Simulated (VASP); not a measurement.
# MnHg (Pm-3m) in VASP: notebook, part 2 of 2

VASP 6.6.1. Earlier steps stand in the parts before.

### 3 Relaxation of cell and atoms, PBE, collinear spin, ferromagnetic start

This run uses another cell than the first one, of 17.67 Å³/atom.

Input file INCAR:

```
SYSTEM = MnHg
PREC = Accurate
ENCUT = 600
EDIFF = 1E-7
ISMEAR = -1
SIGMA = 0.05
LREAL = .False.
LASPH = .True.
NELM = 150
ALGO = Normal
ISIF = 3
LWAVE = .False.
LCHARG = .False.
ISPIN = 2
MAGMOM = 4 0
LORBIT = 11
LMAXMIX = 4
GGA = PE
IBRION = 2
NSW = 100
EDIFFG = -0.005
```

Input file KPOINTS:

```
Automatic mesh
0
Gamma
  10 10 10
  0 0 0
```

Input file POSCAR:

```
MnHg
1.0
    3.2815128620      0.0000000000      0.0000000000
    0.0000000000      3.2815128620      0.0000000000
    0.0000000000      0.0000000000      3.2815128620
Mn Hg
1 1
Direct
    0.5000000000      0.5000000000      0.5000000000
    0.0000000000      0.0000000000      0.0000000000
```

Potentials or basis: VASP PAW PBE potentials, release 64 (Mn_pv, Hg).

Started as:

```console
$ cat potpaw_PBE.64/Mn_pv/POTCAR potpaw_PBE.64/Hg/POTCAR > POTCAR
$ mpirun -np 1 vasp_std > vasp.out
```

OUTCAR:

```text
SYSTEM = MnHg
   PREC = Accurate
   ENCUT = 600
   EDIFF = 1E-7
   ISMEAR = -1
   LREAL = .False.
   LASPH = .True.
   NELM = 150
   ISIF = 3
   ISPIN = 2
   LORBIT = 11
   GGA = PE
   IBRION = 2
   NSW = 100
   EDIFFG = -0.005

 ion  position               nearest neighbor table
   1  0.500  0.500  0.500-   2 2.84   2 2.84   2 2.84   2 2.84   2 2.84   2 2.84   2 2.84   2 2.84

   2  0.000  0.000  0.000-   1 2.84   1 2.84   1 2.84   1 2.84   1 2.84   1 2.84   1 2.84   1 2.84

  LATTYP: Found a simple cubic cell.
 ALAT       =     3.2815128620

  Lattice vectors:

 A1 = (   3.2815128620,   0.0000000000,   0.0000000000)
 A2 = (   0.0000000000,   3.2815128620,   0.0000000000)
 A3 = (   0.0000000000,   0.0000000000,   3.2815128620)

Analysis of symmetry for initial positions (statically):
[... 1323 lines left out ...]
  ext. energy  EPLUGINS =         0.00000000
  ---------------------------------------------------
  free energy    TOTEN  =        -8.49787942 eV

  energy without entropy =       -8.48334248  energy(sigma->0) =       -8.49061095

 E-fermi :   5.4343     XC(G=0): -11.6130

 val. band max:        5.4274810556   @ k =   0.5000   0.2000   0.2000
 cond. band min:       5.4423679071   @ k =   0.4000   0.2000   0.2000
 fundamental gap:      0.0148868515
 Fermi energy:         5.4343201769

 spin component 1

 k-point     1 :       0.0000    0.0000    0.0000
  band No.  band energies     occupation
      1     -44.7886      1.00000
      2     -44.7886      1.00000
      3     -44.7886      1.00000
      4      -4.1487      1.00000
      5      -2.7888      1.00000
      6      -2.7888      1.00000
[... 1032 lines left out ...]
  FREE ENERGIE OF THE ION-ELECTRON SYSTEM (eV)
  ---------------------------------------------------
  free  energy   TOTEN  =        -8.4978794170 eV

  energy  without entropy=       -8.4833424836  energy(sigma->0) =       -8.49061095

 reached required accuracy - stopping structural energy minimisation

 total charge

# of ion       s       p       d       tot
------------------------------------------
    1        0.250   6.169   4.971  11.390
    2        0.816   0.507   9.257  10.580
--------------------------------------------------
tot          1.066   6.676  14.228  21.970

 magnetization (x)

# of ion       s       p       d       tot
------------------------------------------
    1        0.029   0.016   3.805   3.849
    2       -0.041  -0.059   0.047  -0.053
--------------------------------------------------
tot         -0.012  -0.043   3.851   3.796
```

CONTCAR:

```text
MnHg
   1.00000000000000
     3.3293395969787829   -0.0000000000000000   -0.0000000000000000
    -0.0000000000000000    3.3293395969787829   -0.0000000000000000
     0.0000000000000000    0.0000000000000000    3.3293395969787829
  Mn              Hg
     1     1
Direct
     0.5000000000000000    0.5000000000000000    0.5000000000000000
     0.0000000000000000    0.0000000000000000    0.0000000000000000

  0.00000000E+00  0.00000000E+00  0.00000000E+00
  0.00000000E+00  0.00000000E+00  0.00000000E+00
```

Wall time 1.8 min (1 thread of Intel Xeon 6975P-C (Granite Rapids), shared host); peak memory 0.23 GiB.

What came out:

* Free energy: -8.4979 eV
* Relaxed volume: 18.45 Å³/atom
* Relaxed cell: a = 3.329 Å, b = 3.329 Å, c = 3.329 Å, α = 90.00°, β = 90.00°, γ = 90.00°
* Space group after relaxing (to 0.1 Å): Pm-3m (No. 221)
* Energy gained by relaxing: 7.7 meV/atom
* Ionic steps: 4
* Pressure after relaxing: 0.0 GPa
* Net moment: 3.94 μB per cell
* Site moments: Mn +3.85; Hg -0.05 μB
* Valence electrons inside the program's atomic spheres: Mn 11.39; Hg 10.58

Step by step:
```csv
step,energy change (eV),largest force (eV/Å),pressure (GPa),volume (Å³)
1,0.0000,0.0000,3.34,35.34
2,-0.0146,0.0000,-0.72,37.26
3,-0.0154,0.0000,0.05,36.87
4,-0.0154,0.0000,-0.01,36.90
```

Final structure:
```xyz
2
Lattice="3.3293 0.0000 0.0000 0.0000 3.3293 0.0000 0.0000 0.0000 3.3293" Properties=species:S:1:pos:R:3 pbc="T T T"
Mn    1.6647    1.6647    1.6647
Hg    0.0000    0.0000    0.0000
```

Caveat: spin-orbit coupling is left out, which moves the levels of the heavy elements. PBE usually gives volumes a little too large and moduli too small.

### 4 Single point, PBE, collinear spin, ferromagnetic start

Input file INCAR:

```
SYSTEM = MnHg
PREC     = Accurate       ! precision mode
ENCUT    = 520            ! plane-wave cutoff, eV
EDIFF    = 1E-6           ! SCF threshold, eV
ISMEAR   = -1             ! smearing method
SIGMA    = 0.05           ! smearing width, eV
LREAL    = .FALSE.        ! projectors in reciprocal space
LASPH    = .TRUE.         ! aspherical terms in the spheres
NELM     = 150            ! most SCF steps
ALGO     = Normal         ! electronic algorithm
ISIF     = 2              ! what is computed and relaxed
LWAVE    = .FALSE.        ! write WAVECAR
LCHARG   = .TRUE.         ! write CHGCAR
ISPIN    = 2              ! spin polarisation
MAGMOM   = 4 0            ! initial moments
LORBIT   = 11             ! projections on sites
LMAXMIX  = 4              ! l up to which the mixer works
GGA      = PE             ! functional
LELF     = .TRUE.         ! ELF
LVHAR    = .TRUE.       
NBANDS   = 24             ! bands
```

Input file KPOINTS:

```
Automatic mesh
0
G
  10 10 10
  0 0 0
```

Input file POSCAR:

```
MnHg
1.0
    3.3228240184      0.0000000000      0.0000000000
    0.0000000000      3.3228240184      0.0000000000
    0.0000000000      0.0000000000      3.3228240184
Mn Hg
1 1
Direct
    0.5000000000      0.5000000000      0.5000000000
    0.0000000000      0.0000000000      0.0000000000
```

Started as:

```console
$ cat potpaw_PBE.64/Mn_pv/POTCAR potpaw_PBE.64/Hg/POTCAR > POTCAR
$ mpirun -np 1 vasp_std > vasp.out
```

It took 48 s on 1 thread of Intel Xeon 6975P-C (Granite Rapids), shared host; peak memory 0.22 GiB.

It converged, with:

```
Free energy                                           : -8.4983 eV
Pressure                                              : 0.4 GPa
Net moment                                            : 3.93 μB per cell
Site moments                                          : Mn +3.84; Hg -0.05 μB
Valence electrons inside the program's atomic spheres : Mn 11.39; Hg 10.58
```

Levels at points of the mesh, in eV from the Fermi level:
Spin up:
```tsv
k point	band 10	band 11	band 12	band 13	band 14	band 15	band 16	band 17	band 18	band 19
(0.00, 0.00, 0.00)	-2.97	-2.97	-2.11	-2.11	-2.11	4.84	4.84	4.84	8.45	11.06
(0.50, 0.00, 0.00)	-5.03	-3.32	-2.80	-2.80	-2.32	-1.63	9.97	9.97	10.46	11.06
(0.50, 0.50, 0.00)	-2.75	-2.14	-2.14	-2.08	-1.67	-1.67	0.56	2.80	11.73	11.73
(0.50, 0.50, 0.50)	-3.74	-3.74	-2.06	-2.06	0.39	4.07	4.07	4.07	4.41	4.76
```
Spin down:
| k point | band 9 | band 10 | band 11 | band 12 | band 13 | band 14 |
| --- | --- | --- | --- | --- | --- | --- |
| (0.00, 0.00, 0.00) | -7.07 | 0.31 | 0.31 | 1.45 | 1.45 | 1.45 |
| (0.50, 0.00, 0.00) | -5.01 | -4.44 | -0.03 | 0.41 | 0.41 | 1.26 |
| (0.50, 0.50, 0.00) | -3.52 | -1.43 | -1.43 | 0.47 | 1.28 | 1.28 |
| (0.50, 0.50, 0.50) | -1.57 | -1.57 | -1.57 | 0.26 | 1.89 | 1.89 |

Caveat: spin-orbit coupling is left out, which moves the levels of the heavy elements.
